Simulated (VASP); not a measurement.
# LiF in VASP: notebook, part 2 of 2

VASP 6.6.1. The steps go on from the part before.

## Step 4: Single point, PBE (volume scaled by 0.91, then relaxed in part)

INCAR

```
SYSTEM = LiF
  PREC = Accurate
  ENCUT = 520
  EDIFF = 1E-7
  ISMEAR = 0
  SIGMA = 0.02
  LREAL = .FALSE.
  LASPH = .TRUE.
  NELM = 80
  ALGO = Normal
  ISIF = 2
  LWAVE = .FALSE.
  LCHARG = .FALSE.
  GGA = PE
  NBANDS = 30
```

KPOINTS

```
regular mesh
0
G
  4 4 8
  0 0 0
```

POSCAR

```
LiF
1.0
    5.2073957406      0.0000000000      0.0000000000
    0.0000000000      5.2073957406      0.0000000000
    0.0000000000      0.0000000000      2.7442411869
Li F
4 4
Direct
    0.6628204763      0.3371795237      0.2500000000
    0.3371795237      0.6628204763      0.7500000000
    0.1628204763      0.1628204763      0.0000000000
    0.8371795237      0.8371795237      0.5000000000
    0.8304200624      0.1695799376      0.7500000000
    0.1695799376      0.8304200624      0.2500000000
    0.3304200624      0.3304200624      0.5000000000
    0.6695799376      0.6695799376      0.0000000000
```

Potentials or basis: VASP PAW PBE potentials, release 64 (Li_sv, F).

The run is started by

```sh
cat potpaw_PBE.64/Li_sv/POTCAR potpaw_PBE.64/F/POTCAR > POTCAR
mpirun -np 1 vasp_std > vasp.out
```

OUTCAR:

```text
SYSTEM = LiF
   PREC = Accurate
   ENCUT = 520
   EDIFF = 1E-7
   ISMEAR = 0
   LREAL = .FALSE.
   LASPH = .TRUE.
   NELM = 80
   ISIF = 2
   GGA = PE

 ion  position               nearest neighbor table
   1  0.663  0.337  0.250-   5 1.85   5 1.85   8 1.86   7 1.86
   2  0.337  0.663  0.750-   6 1.85   6 1.85   8 1.86   7 1.86
   3  0.163  0.163  0.000-   7 1.85   7 1.85   5 1.86   6 1.86
   4  0.837  0.837  0.500-   8 1.85   8 1.85   5 1.86   6 1.86
   5  0.830  0.170  0.750-   1 1.85   1 1.85   4 1.86   3 1.86
   6  0.170  0.830  0.250-   2 1.85   2 1.85   4 1.86   3 1.86
   7  0.330  0.330  0.500-   3 1.85   3 1.85   1 1.86   2 1.86
   8  0.670  0.670  0.000-   4 1.85   4 1.85   1 1.86   2 1.86

  LATTYP: Found a simple tetragonal cell.
 ALAT       =     5.2073957406
 C/A-ratio  =     0.5269891753

  Lattice vectors:

 A1 = (   5.2073957406,   0.0000000000,   0.0000000000)
 A2 = (   0.0000000000,   5.2073957406,   0.0000000000)
 A3 = (   0.0000000000,   0.0000000000,   2.7442411869)

Analysis of symmetry for initial positions (statically):
=====================================================================
 Subroutine PRICEL returns:
 Original cell was already a primitive cell.

 Routine SETGRP: Setting up the symmetry group for a
 simple tetragonal supercell.

 Subroutine GETGRP returns: Found  8 space group operations
 (whereof  2 operations were pure point group operations)
 out of a pool of 16 trial point group operations.

The static configuration has the point symmetry C_2 .
 The point group associated with its full space group is D_4 .

Analysis of symmetry for dynamics (positions and initial velocities):
=====================================================================
 Subroutine PRICEL returns:
 Original cell was already a primitive cell.

 Routine SETGRP: Setting up the symmetry group for a
 simple tetragonal supercell.

 Subroutine GETGRP returns: Found  8 space group operations
[... 136 lines left out ...]
     AMIX_MAG =   1.60;   BMIX_MAG =  1.00
  volume/ion in A,a.u.               =       9.30        62.77
  Fermi-wavevector in a.u.,A,eV,Ry     =   1.331089  2.515393 24.106765  1.771797
  Thomas-Fermi vector in A             =   2.460126
   LORBIT       =      0    0 simple, 1 ext, 2 COOP (PROOUT), +10 PAW based schemes
   GGA     = PE    functional components
   LHFCALC =     F    Hartree Fock is set to
   AEXX    =    0.0000 exact exchange contribution
   IVDW    =     0    specifies the selected vdW correction
   LEPSILON=     F    determine dielectric tensor
   LRPA    =     F    only Hartree local field effects (RPA)
 non-spin polarized calculation
 Gauss-broadening in eV      SIGMA  =   0.02
  energy-cutoff  :      520.00
  volume of cell :       74.42
 maximum number of plane-waves:      2020
 NGX is ok and might be reduce to    40
   NGX = 19   NGY = 19   NGZ = 11

 number of electron      39.9999986 magnetization

 Free energy of the ion-electron system (eV)
  ---------------------------------------------------
  ext. energy  EPLUGINS =         0.00000000
  ---------------------------------------------------
  free energy    TOTEN  =       -37.98782945 eV

  energy without entropy =      -37.98782945  energy(sigma->0) =      -37.98782945

 E-fermi :  -1.8168     XC(G=0):  -9.1189

 val. band max:       -1.9122747285   @ k =   0.2500   0.2500   0.0000
 cond. band min:       5.9314170457   @ k =   0.0000   0.0000   0.0000
 fundamental gap:      7.8436917742
 Fermi energy:        -1.8167712117

 k-point     1 :       0.0000    0.0000    0.0000
  band No.  band energies     occupation
      1     -42.6104      2.00000
      2     -42.5563      2.00000
      3     -42.5563      2.00000
      4     -42.5560      2.00000
      5     -21.6566      2.00000
      6     -21.4197      2.00000
[... 781 lines left out ...]
     29      16.6741      0.00000
     30      16.6741      0.00000

 [... further k-points ...]
[... 5 lines left out ...]
  --------------------------------------------------------------------------------------
  -------------------------------------------------------------------------------------
  Total        2.7298311      2.7298311      2.7935481      0.0000000      0.0000000      0.0000000
  in kB       58.7736849     58.7736849     60.1455217      0.0000000      0.0000000      0.0000000
  external PRESSURE =      59.2309638 kB  Pullay stress =       0.0000000 kB

 VOLUME and BASIS-vectors are now :
 -----------------------------------------------------------------------------
  energy-cutoff  :      520.00
  volume of cell :       74.42
      direct lattice vectors                 reciprocal lattice vectors
     5.207395741  0.000000000  0.000000000     0.192034570  0.000000000  0.000000000
     0.000000000  5.207395741  0.000000000     0.000000000  0.192034570  0.000000000
     0.000000000  0.000000000  2.744241187     0.000000000  0.000000000  0.364399458

 POSITION                                       TOTAL-FORCE (eV/Angst)
 -----------------------------------------------------------------------------------
      3.45157      1.75583      0.68606        -0.007141      0.007141     -0.000000
      1.75583      3.45157      2.05818         0.007141     -0.007141     -0.000000
      0.84787      0.84787      0.00000        -0.007141     -0.007141     -0.000000
      4.35953      4.35953      1.37212         0.007141      0.007141     -0.000000
      4.32433      0.88307      2.05818         0.005603     -0.005603      0.000000
      0.88307      4.32433      0.68606        -0.005603      0.005603      0.000000
      1.72063      1.72063      1.37212         0.005603      0.005603     -0.000000
      3.48677      3.48677      0.00000        -0.005603     -0.005603     -0.000000
 -----------------------------------------------------------------------------------
    total drift:                               -0.000000      0.000000     -0.000000

  FREE ENERGIE OF THE ION-ELECTRON SYSTEM (eV)
  ---------------------------------------------------
  free  energy   TOTEN  =       -37.9878294451 eV

  energy  without entropy=      -37.9878294451  energy(sigma->0) =      -37.98782945
```

Run time: 48 s. Hardware: 1 thread of Intel Xeon Platinum 8488C (Sapphire Rapids), shared host; peak memory 0.19 GiB.

What came out:

| Property | Result |
| --- | --- |
| Free energy | -37.9878 eV |
| Largest force | 0.010 eV/Å |
| Band gap on the k mesh | 7.84 eV, indirect (least direct gap 7.88 eV) |

Forces in eV/Å, atoms in the order of the input:
```
Li  -0.007  0.007  0.000
Li   0.007 -0.007  0.000
Li  -0.007 -0.007  0.000
Li   0.007  0.007  0.000
F    0.006 -0.006  0.000
F   -0.006  0.006  0.000
F    0.006  0.006  0.000
F   -0.006 -0.006  0.000
```

Caveat: the cutoff is under 1.25 times the usual one of these potentials, so pressure, stress and relaxed cells hold a basis-set (Pulay) error.

## Step 5: Single point, PBE (volume scaled by 0.94, then relaxed in part)

INCAR

```
SYSTEM = LiF
ALGO = Normal ; EDIFF = 1E-6
ENCUT = 520 ; GGA = PE
ISIF = 2 ; ISMEAR = 0
LASPH = .TRUE. ; LCHARG = .FALSE.
LREAL = .FALSE. ; LWAVE = .FALSE.
NBANDS = 30 ; NELM = 60
PREC = Accurate ; SIGMA = 0.02
```

KPOINTS

```
k-points
0
G
  4 4 8
  0 0 0
```

POSCAR

```
LiF
1.0
    5.2676703481      0.0000000000      0.0000000000
    0.0000000000      5.2676703481      0.0000000000
    0.0000000000      0.0000000000      2.7702102295
Li F
4 4
Direct
    0.6629868498      0.3370131502      0.2500000000
    0.3370131502      0.6629868498      0.7500000000
    0.1629868498      0.1629868498      0.0000000000
    0.8370131502      0.8370131502      0.5000000000
    0.8306830353      0.1693169647      0.7500000000
    0.1693169647      0.8306830353      0.2500000000
    0.3306830353      0.3306830353      0.5000000000
    0.6693169647      0.6693169647      0.0000000000
```

The run is started by

```sh
cat potpaw_PBE.64/Li_sv/POTCAR potpaw_PBE.64/F/POTCAR > POTCAR
mpirun -np 1 vasp_std > vasp.out
```

Wall time 50 s (1 thread of Intel Xeon Platinum 8488C (Sapphire Rapids), shared host); peak memory 0.2 GiB.

The run converged. Its results:

- Free energy: -38.0665 eV
- Largest force: 0.008 eV/Å
- Band gap on the k mesh: 7.68 eV, indirect (least direct gap 7.71 eV)

Forces in eV/Å, atoms in the order of the input:
```
Li  -0.006  0.006  0.000
Li   0.006 -0.006  0.000
Li  -0.006 -0.006  0.000
Li   0.006  0.006  0.000
F    0.005 -0.005  0.000
F   -0.005  0.005  0.000
F    0.005  0.005  0.000
F   -0.005 -0.005  0.000
```

Levels at points of the mesh, in eV from the valence-band top:
```csv
k point,band 18,band 19,band 20,band 21,band 22,band 23
"(0.00, 0.00, 0.00)",-0.10,-0.06,-0.03,7.68,10.69,12.44
"(0.50, 0.00, 0.00)",-0.19,-0.04,-0.04,8.93,8.93,11.79
"(0.50, 0.50, 0.00)",-0.05,-0.04,-0.04,9.13,9.13,11.10
"(0.00, 0.00, 0.50)",-0.50,-0.07,-0.07,11.12,11.12,12.47
"(0.50, 0.00, 0.50)",-0.61,-0.18,-0.18,11.09,11.09,13.47
"(0.50, 0.50, 0.50)",-0.47,-0.47,-0.47,12.07,12.07,12.07
```

Caveat: the cutoff is under 1.25 times the usual one of these potentials, so pressure, stress and relaxed cells hold a basis-set (Pulay) error.

## Step 6: Single point, PBE (volume scaled by 0.97, then relaxed in part)

INCAR

```
SYSTEM = LiF
  PREC = Accurate
  ENCUT = 520
  EDIFF = 1E-7
  ISMEAR = 0
  SIGMA = 0.02
  LREAL = .False.
  LASPH = .True.
  NELM = 100
  ALGO = Normal
  ISIF = 2
  LWAVE = .False.
  LCHARG = .False.
  GGA = PE
  NBANDS = 30
```

KPOINTS

```
Automatic mesh
0
Gamma
  4 4 8
  0 0 0
```

POSCAR

```
LiF
1.0
    5.3265249814      0.0000000000      0.0000000000
    0.0000000000      5.3265249814      0.0000000000
    0.0000000000      0.0000000000      2.7957983918
Li F
4 4
Direct
    0.6631371881      0.3368628119      0.2500000000
    0.3368628119      0.6631371881      0.7500000000
    0.1631371881      0.1631371881      0.0000000000
    0.8368628119      0.8368628119      0.5000000000
    0.8309272792      0.1690727208      0.7500000000
    0.1690727208      0.8309272792      0.2500000000
    0.3309272792      0.3309272792      0.5000000000
    0.6690727208      0.6690727208      0.0000000000
```

Potentials or basis: VASP PAW PBE potentials, release 64 (Li_sv, F).

The run is started by

```sh
cat potpaw_PBE.64/Li_sv/POTCAR potpaw_PBE.64/F/POTCAR > POTCAR
mpirun -np 1 vasp_std > vasp.out
```

OUTCAR:

```text
SYSTEM = LiF
   PREC = Accurate
   ENCUT = 520
   EDIFF = 1E-7
   ISMEAR = 0
   LREAL = .False.
   LASPH = .True.
   NELM = 100
   ISIF = 2
   GGA = PE

 ion  position               nearest neighbor table
   1  0.663  0.337  0.250-   5 1.88   5 1.88   8 1.90   7 1.90
   2  0.337  0.663  0.750-   6 1.88   6 1.88   8 1.90   7 1.90
   3  0.163  0.163  0.000-   7 1.88   7 1.88   5 1.90   6 1.90
   4  0.837  0.837  0.500-   8 1.88   8 1.88   5 1.90   6 1.90
   5  0.831  0.169  0.750-   1 1.88   1 1.88   4 1.90   3 1.90
   6  0.169  0.831  0.250-   2 1.88   2 1.88   4 1.90   3 1.90
   7  0.331  0.331  0.500-   3 1.88   3 1.88   1 1.90   2 1.90
   8  0.669  0.669  0.000-   4 1.88   4 1.88   1 1.90   2 1.90

  LATTYP: Found a simple tetragonal cell.
 ALAT       =     5.3265249814
 C/A-ratio  =     0.5248822453

  Lattice vectors:

 A1 = (   5.3265249814,   0.0000000000,   0.0000000000)
 A2 = (   0.0000000000,   5.3265249814,   0.0000000000)
 A3 = (   0.0000000000,   0.0000000000,   2.7957983918)

Analysis of symmetry for initial positions (statically):
=====================================================================
 Subroutine PRICEL returns:
[... 188 lines left out ...]
 val. band max:       -2.2236290612   @ k =   0.2500   0.2500   0.0000
 cond. band min:       5.2920788014   @ k =   0.0000   0.0000   0.0000
 fundamental gap:      7.5157078626
 Fermi energy:        -2.1296725006

 k-point     1 :       0.0000    0.0000    0.0000
  band No.  band energies     occupation
      1     -43.0811      2.00000
      2     -43.0404      2.00000
      3     -43.0404      2.00000
      4     -43.0402      2.00000
      5     -21.8444      2.00000
      6     -21.6310      2.00000
[... 781 lines left out ...]
     29      15.7355      0.00000
     30      15.7355      0.00000

 [... further k-points ...]
[... 5 lines left out ...]
  --------------------------------------------------------------------------------------
  -------------------------------------------------------------------------------------
  Total        0.7439106      0.7439106      0.7715138      0.0000000      0.0000000      0.0000000
  in kB       15.0257976     15.0257976     15.5833378      0.0000000      0.0000000      0.0000000
  external PRESSURE =      15.2116443 kB  Pullay stress =       0.0000000 kB

 VOLUME and BASIS-vectors are now :
 -----------------------------------------------------------------------------
  energy-cutoff  :      520.00
  volume of cell :       79.32
      direct lattice vectors                 reciprocal lattice vectors
     5.326524981  0.000000000  0.000000000     0.187739662  0.000000000  0.000000000
     0.000000000  5.326524981  0.000000000     0.000000000  0.187739662  0.000000000
     0.000000000  0.000000000  2.795798392     0.000000000  0.000000000  0.357679582

 POSITION                                       TOTAL-FORCE (eV/Angst)
 -----------------------------------------------------------------------------------
      3.53222      1.79431      0.69895        -0.003589      0.003589      0.000000
      1.79431      3.53222      2.09685         0.003589     -0.003589      0.000000
      0.86895      0.86895      0.00000        -0.003589     -0.003589     -0.000000
      4.45757      4.45757      1.39790         0.003589      0.003589     -0.000000
      4.42595      0.90057      2.09685         0.003764     -0.003764     -0.000000
      0.90057      4.42595      0.69895        -0.003764      0.003764     -0.000000
      1.76269      1.76269      1.39790         0.003764      0.003764     -0.000000
      3.56383      3.56383      0.00000        -0.003764     -0.003764     -0.000000
 -----------------------------------------------------------------------------------
    total drift:                               -0.000000      0.000000      0.000000

  FREE ENERGIE OF THE ION-ELECTRON SYSTEM (eV)
  ---------------------------------------------------
  free  energy   TOTEN  =       -38.1115886614 eV

  energy  without entropy=      -38.1115886614  energy(sigma->0) =      -38.11158866
```

stdout:

```text
POSCAR found type information on POSCAR LiF
 POSCAR found :  2 types and       8 ions
 scaLAPACK will be used
 LDA part: xc-table for (Slater+PW92), standard interpolation
 POSCAR, INCAR and KPOINTS ok, starting setup
 FFT: planning ... GRIDC
 FFT: planning ... GRID_SOFT
 FFT: planning ... GRID
 WAVECAR not read
 entering main loop
```

Wall time 57 s (1 thread of Intel Xeon Platinum 8488C (Sapphire Rapids), shared host); peak memory 0.2 GiB.

Results:

```yaml
Free_energy: -38.1116 eV
Largest_force: 0.005 eV/Å
Band_gap_on_the_k_mesh: 7.52 eV, indirect (least direct gap 7.54 eV)
```

Forces on the atoms (eV/Å):
```
Li  -0.004  0.004  0.000
Li   0.004 -0.004  0.000
Li  -0.004 -0.004  0.000
Li   0.004  0.004  0.000
F    0.004 -0.004  0.000
F   -0.004  0.004  0.000
F    0.004  0.004  0.000
F   -0.004 -0.004  0.000
```

Caveat: the cutoff is under 1.25 times the usual one of these potentials, so pressure, stress and relaxed cells hold a basis-set (Pulay) error. A k mesh can miss the band edges.

## Step 7: The runs side by side

```tsv
cell	k mesh	smearing	gap on the mesh (eV)	largest force (eV/Å)
a = 5.384, b = 5.384, c = 2.818 Å, 8 atoms	4 × 4 × 6	gaussian 0.1 eV	7.37	-
a = 5.144, b = 5.144, c = 2.720 Å, 8 atoms	4 × 4 × 8	gaussian 0.02 eV	8.02	0.01
a = 5.207, b = 5.207, c = 2.744 Å, 8 atoms	4 × 4 × 8	gaussian 0.02 eV	7.84	0.01
a = 5.268, b = 5.268, c = 2.770 Å, 8 atoms	4 × 4 × 8	gaussian 0.02 eV	7.68	0.01
a = 5.327, b = 5.327, c = 2.796 Å, 8 atoms	4 × 4 × 8	gaussian 0.02 eV	7.52	0.01
```

Alike in all rows: task single point; level PBE; potentials or basis VASP PAW PBE potentials, release 64 (Li_sv, F); no spin polarisation; cutoff (eV) 520.

Caveats: the cutoff is under 1.25 times the usual one of these potentials, so pressure, stress and relaxed cells hold a basis-set (Pulay) error.

Total energies depend on the potentials used, so only differences within one code and one set of settings carry meaning.
